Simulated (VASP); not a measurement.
# CuAu (P4/mmm) in VASP: further runs

CuAu is run at these levels: PBE; tasks: single point.

Everything below comes from runs of VASP 6.6.1. Logs are shortened: lines on timing, memory, paths and dates and some standing lists are left out, and cuts for length are marked.

## 1. The cell of the first run

The structure is tetragonal, space group P4/mmm (No. 123). The conventional cell has a = 2.716 Å, b = 2.716 Å, c = 3.780 Å, α = 90.00°, β = 90.00°, γ = 90.00°. Cu (site symmetry 4/mmm) has 8 Au at 2.69 Å and 4 Cu at 2.72 Å within 3.6 Å. Within 3.6 Å of Au (site symmetry 4/mmm) lie 8 Cu at 2.69 Å and 4 Au at 2.72 Å.

## 2. Single point, PBE (strain -0.030 along x and y, +0.030 along z)

File INCAR:

```
PREC = Accurate
ENCUT = 520
EDIFF = 1E-6
ISMEAR = 0
SIGMA = 0.15
LREAL = False
LASPH = True
NELM = 80
ALGO = Fast
ISIF = 2
LWAVE = False
LCHARG = True
GGA = PE
LELF = True
LVHAR = True
NBANDS = 18
```

File KPOINTS:

```
Automatic mesh
0
Gamma
  18 18 14
```

File POSCAR:

```
CuAu
1.0
    2.7160000000      0.0000000000      0.0000000000
    0.0000000000      2.7160000000      0.0000000000
    0.0000000000      0.0000000000      3.7801000000
Cu Au
1 1
Direct
    0.5000000000      0.5000000000      0.5000000000
    0.0000000000      0.0000000000      0.0000000000
```

Potentials or basis: VASP PAW PBE potentials, release 64 (Cu, Au).

The run is started by

```console
$ cat potpaw_PBE.64/Cu/POTCAR potpaw_PBE.64/Au/POTCAR > POTCAR
$ mpirun -np 1 vasp_std > vasp.out
```

OUTCAR:

```text
PREC = Accurate
   ENCUT = 520
   EDIFF = 1E-6
   ISMEAR = 0
   LREAL = False
   LASPH = True
   NELM = 80
   ISIF = 2
   GGA = PE

 ion  position               nearest neighbor table
   1  0.500  0.500  0.500-   2 2.69   2 2.69   2 2.69   2 2.69   2 2.69   2 2.69   2 2.69   2 2.69

   2  0.000  0.000  0.000-   1 2.69   1 2.69   1 2.69   1 2.69   1 2.69   1 2.69   1 2.69   1 2.69

  LATTYP: Found a simple tetragonal cell.
 ALAT       =     2.7160000000
 C/A-ratio  =     1.3917893962

  Lattice vectors:

 A1 = (   2.7160000000,   0.0000000000,   0.0000000000)
 A2 = (   0.0000000000,   2.7160000000,   0.0000000000)
 A3 = (   0.0000000000,   0.0000000000,   3.7801000000)

Analysis of symmetry for initial positions (statically):
=====================================================================
 Subroutine PRICEL returns:
 Original cell was already a primitive cell.

 Routine SETGRP: Setting up the symmetry group for a
 simple tetragonal supercell.

 Subroutine GETGRP returns: Found 16 space group operations
 (whereof 16 operations were pure point group operations)
 out of a pool of 16 trial point group operations.

The static configuration has the point symmetry D_4h.

Analysis of symmetry for dynamics (positions and initial velocities):
=====================================================================
 Subroutine PRICEL returns:
 Original cell was already a primitive cell.

 Routine SETGRP: Setting up the symmetry group for a
 simple tetragonal supercell.

 Subroutine GETGRP returns: Found 16 space group operations
 (whereof 16 operations were pure point group operations)
 out of a pool of 16 trial point group operations.

The dynamic configuration has the point symmetry D_4h.

 Subroutine INISYM returns: Found 16 space group operations
 (whereof 16 operations are pure point group operations),
 and found     1 'primitive' translations

----------------------------------------------------------------------------------------

                                     Primitive cell

  volume of cell :      27.8845

  direct lattice vectors                    reciprocal lattice vectors
     2.716000000  0.000000000  0.000000000     0.368188513  0.000000000  0.000000000
     0.000000000  2.716000000  0.000000000     0.000000000  0.368188513  0.000000000
     0.000000000  0.000000000  3.780100000     0.000000000  0.000000000  0.264543266

  length of vectors
     2.716000000  2.716000000  3.780100000     0.368188513  0.368188513  0.264543266

  position of ions in fractional coordinates (direct lattice)
     0.500000000  0.500000000  0.500000000
     0.000000000  0.000000000  0.000000000

  ion indices of the primitive-cell ions
   primitive index   ion index
                 1           1
                 2           2

----------------------------------------------------------------------------------------

 KPOINTS: Automatic mesh

Automatic generation of k-mesh.
 Grid dimensions read from file:
 generate k-points for:   18   18   14

 Generating k-lattice:

  Cartesian coordinates                     Fractional coordinates (reciprocal lattice)
     0.020454917  0.000000000  0.000000000     0.055555556  0.000000000  0.000000000
     0.000000000  0.020454917  0.000000000     0.000000000  0.055555556  0.000000000
     0.000000000  0.000000000  0.018895948     0.000000000  0.000000000  0.071428571

  Length of vectors
     0.020454917  0.020454917  0.018895948

  Shift w.r.t. Gamma in fractional coordinates (k-lattice)
     0.000000000  0.000000000  0.000000000

 Subroutine IBZKPT returns following result:
 ===========================================

 Found    440 irreducible k-points:

 Following reciprocal coordinates:
            Coordinates               Weight
  0.000000  0.000000  0.000000      1.000000
  0.055556  0.000000  0.000000      4.000000
  0.111111  0.000000  0.000000      4.000000
  0.166667  0.000000  0.000000      4.000000
  0.222222  0.000000  0.000000      4.000000
  0.277778  0.000000  0.000000      4.000000
[... 16 lines left out ...]
  0.277778  0.111111  0.000000      8.000000
  0.333333  0.111111  0.000000      8.000000
 [... further k-points ...]
   k-points           NKPTS =    440   k-points in BZ     NKDIM =    440   number of bands    NBANDS=     18
   number of dos      NEDOS =    301   number of ions     NIONS =      2
   total plane-waves  NPLWV =  11200
   dimension x,y,z NGX =    20 NGY =   20 NGZ =   28
   dimension x,y,z NGXF=    40 NGYF=   40 NGZF=   56
   ions per type =               1   1
   NGX,Y,Z   is equivalent  to a cutoff of  12.24, 12.24, 12.31 a.u.
   NGXF,Y,Z  is equivalent  to a cutoff of  24.48, 24.48, 24.63 a.u.
 SYSTEM =  unknown system
   PREC   = accura    normal or accurate (medium, high low for compatibility)
   ISTART =      0    job   : 0-new  1-cont  2-samecut
   ICHARG =      2    charge: 1-file 2-atom 10-const
   ISPIN  =      1    spin polarized calculation?
   LNONCOLLINEAR =      F non collinear calculations
   LSORBIT =      F    spin-orbit coupling
   LASPH  =      T    aspherical Exc in radial PAW
   ENCUT  =  520.0 eV  38.22 Ry    6.18 a.u.   5.05  5.05  7.03*2*pi/ulx,y,z
   NELM   =     80;   NELMIN=  2; NELMDL= -5     # of ELM steps
   EDIFF  = 0.1E-05   stopping-criterion for ELM
   LREAL  =      F    real-space projection
   EDIFFG = 0.1E-04   stopping-criterion for IOM
   NSW    =      0    number of steps for IOM
   IBRION =     -1    ionic relax: 0-MD 1-quasi-New 2-CG
   NFREE  =      0    steps in history (QN), initial steepest desc. (CG)
   ISIF   =      2    stress and relaxation
   ISYM   =      2    0-nonsym 1-usesym 2-fastsym
   POTIM  = 0.5000    time-step for ionic-motion
   TEBEG  =    0.0;   TEEND  =   0.0 temperature during run
   PSTRESS=    0.0 pullay stress
   NELECT =      22.0000    total number of electrons
   NUPDOWN=      -1.0000    fix difference up-down
   EMIN   =  10.00;   EMAX   =-10.00  energy-range for DOS
   EFERMI =   0.00;   METHOD = LEGACY
   ISMEAR =     0;   SIGMA  =   0.15  broadening in eV -4-tet -1-fermi 0-gaus
   EFERMI_NEDOS =   21; number of points for ismear=-14 and -15
   IALGO  =     68    algorithm
   IMIX   =      4    mixing-type and parameters
     AMIX     =   0.40;   BMIX     =  1.00
     AMIX_MAG =   1.60;   BMIX_MAG =  1.00
  volume/ion in A,a.u.               =      13.94        94.09
  Fermi-wavevector in a.u.,A,eV,Ry     =   1.512730  2.858645 31.134924  2.288352
  Thomas-Fermi vector in A             =   2.622615
   LORBIT       =      0    0 simple, 1 ext, 2 COOP (PROOUT), +10 PAW based schemes
   GGA     = PE    functional components
   LHFCALC =     F    Hartree Fock is set to
   AEXX    =    0.0000 exact exchange contribution
   IVDW    =     0    specifies the selected vdW correction
   LEPSILON=     F    determine dielectric tensor
   LRPA    =     F    only Hartree local field effects (RPA)
 non-spin polarized calculation
 RMM-DIIS sequential band-by-band and
 Gauss-broadening in eV      SIGMA  =   0.15
  energy-cutoff  :      520.00
  volume of cell :       27.88
 maximum number of plane-waves:       768
   NGX = 11   NGY = 11   NGZ = 15

 number of electron      21.9999975 magnetization

 Free energy of the ion-electron system (eV)
  ---------------------------------------------------
  ext. energy  EPLUGINS =         0.00000000
  ---------------------------------------------------
  free energy    TOTEN  =        -6.96680127 eV

  energy without entropy =       -6.96136948  energy(sigma->0) =       -6.96408538

 E-fermi :   9.4264     XC(G=0): -12.9179

 val. band max:        9.4213936419   @ k =   0.3889   0.2778   0.3571
 cond. band min:       9.4328619196   @ k =   0.3889   0.3333   0.2857
 fundamental gap:      0.0114682778
 Fermi energy:         9.4264456820

 k-point     1 :       0.0000    0.0000    0.0000
  band No.  band energies     occupation
      1      -0.8163      2.00000
      2       2.2771      2.00000
      3       2.4941      2.00000
      4       5.2628      2.00000
      5       5.2628      2.00000
      6       6.2915      2.00000
[... 10 lines left out ...]
     17      27.0606      0.00000
     18      27.4794      0.00000

 k-point     2 :       0.0556    0.0000    0.0000
  band No.  band energies     occupation
      1      -0.7372      2.00000
      2       2.3223      2.00000
      3       2.5397      2.00000
      4       5.2022      2.00000
      5       5.2809      2.00000
      6       6.3064      2.00000
[... 10 lines left out ...]
     17      27.0426      0.00000
     18      28.0295      0.00000

 k-point     3 :       0.1111    0.0000    0.0000
  band No.  band energies     occupation
      1      -0.5054      2.00000
      2       2.4336      2.00000
      3       2.6965      2.00000
      4       5.0246      2.00000
      5       5.3343      2.00000
      6       6.3457      2.00000
[... 10 lines left out ...]
     17      26.8506      0.00000
     18      29.6221      0.00000

 k-point     4 :       0.1667    0.0000    0.0000
  band No.  band energies     occupation
      1      -0.1374      2.00000
      2       2.5746      2.00000
      3       2.9868      2.00000
      4       4.7498      2.00000
      5       5.4204      2.00000
      6       6.1986      2.00000
[... 10 lines left out ...]
     17      26.7047      0.00000
     18      29.1702      0.00000

 k-point     5 :       0.2222    0.0000    0.0000
  band No.  band energies     occupation
      1       0.3387      2.00000
      2       2.7407      2.00000
      3       3.3870      2.00000
      4       4.4182      2.00000
      5       5.5345      2.00000
      6       5.9718      2.00000
[... 10 lines left out ...]
     17      26.0745      0.00000
     18      28.7541      0.00000

 k-point     6 :       0.2778    0.0000    0.0000
  band No.  band energies     occupation
      1       0.8813      2.00000
      2       2.9352      2.00000
      3       3.8460      2.00000
      4       4.0802      2.00000
      5       5.6694      2.00000
      6       5.7321      2.00000
[... 10 lines left out ...]
     17      25.0228      0.00000
     18      28.2758      0.00000

 k-point     7 :       0.3333    0.0000    0.0000
  band No.  band energies     occupation
      1       1.4305      2.00000
      2       3.1604      2.00000
      3       3.7795      2.00000
      4       4.2875      2.00000
      5       5.5111      2.00000
      6       5.8148      2.00000
[... 10 lines left out ...]
     17      24.3519      0.00000
     18      27.6072      0.00000

 k-point     8 :       0.3889    0.0000    0.0000
  band No.  band energies     occupation
      1       1.9042      2.00000
      2       3.4172      2.00000
      3       3.5465      2.00000
      4       4.6122      2.00000
      5       5.3348      2.00000
      6       5.9542      2.00000
[... 10 lines left out ...]
     17      25.5287      0.00000
     18      26.8860      0.00000
[... 229 lines left out ...]
     17      25.5260      0.00000
     18      26.8320      0.00000

 k-point    20 :       0.1111    0.1111    0.0000
  band No.  band energies     occupation
      1      -0.1941      2.00000
      2       2.6544      2.00000
      3       2.8260      2.00000
      4       4.9829      2.00000
      5       5.1597      2.00000
      6       6.1784      2.00000
[... 10 lines left out ...]
     17      28.0494      0.00000
     18      28.6853      0.00000

 k-point    21 :       0.1667    0.1111    0.0000
  band No.  band energies     occupation
      1       0.1730      2.00000
      2       2.8299      2.00000
      3       3.0691      2.00000
      4       4.7451      2.00000
      5       5.1447      2.00000
      6       5.9632      2.00000
[... 10 lines left out ...]
     17      27.1961      0.00000
     18      29.0339      0.00000

 k-point    22 :       0.2222    0.1111    0.0000
  band No.  band energies     occupation
      1       0.6462      2.00000
      2       2.9925      2.00000
      3       3.4461      2.00000
      4       4.4094      2.00000
      5       5.1736      2.00000
      6       5.7232      2.00000
[... 10 lines left out ...]
     17      26.3170      0.00000
     18      29.0020      0.00000

 k-point    23 :       0.2778    0.1111    0.0000
  band No.  band energies     occupation
      1       1.1850      2.00000
      2       3.1704      2.00000
      3       3.8509      2.00000
      4       4.0657      2.00000
      5       5.2002      2.00000
      6       5.5230      2.00000
[... 10 lines left out ...]
     17      25.1180      0.00000
     18      29.4604      0.00000

 k-point    24 :       0.3333    0.1111    0.0000
  band No.  band energies     occupation
      1       1.7370      2.00000
      2       3.3622      2.00000
      3       3.7618      2.00000
      4       4.1313      2.00000
      5       5.2140      2.00000
      6       5.4617      2.00000
[... 10 lines left out ...]
     17      23.8061      0.00000
     18      27.8747      0.00000

 [... further k-points ...]
[... 5 lines left out ...]
  --------------------------------------------------------------------------------------
  -------------------------------------------------------------------------------------
  Total        2.6400658      2.6400658      1.7514216      0.0000000      0.0000000     -0.0000000
  in kB      151.6919421    151.6919421    100.6325464      0.0000000      0.0000000     -0.0000000
  external PRESSURE =     134.6721435 kB  Pullay stress =       0.0000000 kB

 VOLUME and BASIS-vectors are now :
 -----------------------------------------------------------------------------
  energy-cutoff  :      520.00
  volume of cell :       27.88
      direct lattice vectors                 reciprocal lattice vectors
     2.716000000  0.000000000  0.000000000     0.368188513  0.000000000  0.000000000
     0.000000000  2.716000000  0.000000000     0.000000000  0.368188513  0.000000000
     0.000000000  0.000000000  3.780100000     0.000000000  0.000000000  0.264543266

 POSITION                                       TOTAL-FORCE (eV/Angst)
 -----------------------------------------------------------------------------------
      1.35800      1.35800      1.89005         0.000000      0.000000      0.000000
      0.00000      0.00000      0.00000         0.000000      0.000000      0.000000
 -----------------------------------------------------------------------------------
    total drift:                               -0.000000      0.000000      0.000000

  FREE ENERGIE OF THE ION-ELECTRON SYSTEM (eV)
  ---------------------------------------------------
  free  energy   TOTEN  =        -6.9668012732 eV

  energy  without entropy=       -6.9613694776  energy(sigma->0) =       -6.96408538
```

Wall time 92 s (1 thread of Intel Xeon Platinum 8481C at 2.70GHz (Sapphire Rapids), shared host); peak memory 0.32 GiB.

What came out:

| Item | Value |
| --- | --- |
| Free energy | -6.9668 eV |
| Pressure | 13.5 GPa |
| Band gap on the k mesh | zero (band 11 reaches 15.06 eV, above the bottom of band 12 at 7.43 eV) |

Stress tensor (GPa, compression positive):
```
15.17  0.00  0.00
 0.00 15.17  0.00
 0.00  0.00 10.06
```

Levels at points of the mesh, in eV from the Fermi level:
```tsv
k point	band 9	band 10	band 11	band 12	band 13	band 14
(0.00, 0.00, 0.00)	-1.76	-1.53	-1.53	1.18	7.29	10.96
(0.50, 0.00, 0.00)	-2.48	-2.26	-0.74	0.25	8.85	9.08
(0.50, 0.50, 0.00)	-1.51	-1.41	0.90	0.90	6.04	7.57
(0.00, 0.00, 0.50)	-2.63	-2.39	-2.39	-2.00	14.91	14.96
(0.50, 0.00, 0.50)	-1.73	-1.69	-1.27	-1.25	2.99	4.45
(0.50, 0.50, 0.50)	-1.62	-1.41	5.63	5.63	5.84	6.98
```

Caveat: the cell differs from its parent crystal (strain -0.030 along x and y, +0.030 along z); spin-orbit coupling is left out, which moves the levels of the heavy elements.

[end of part 1 of 2]
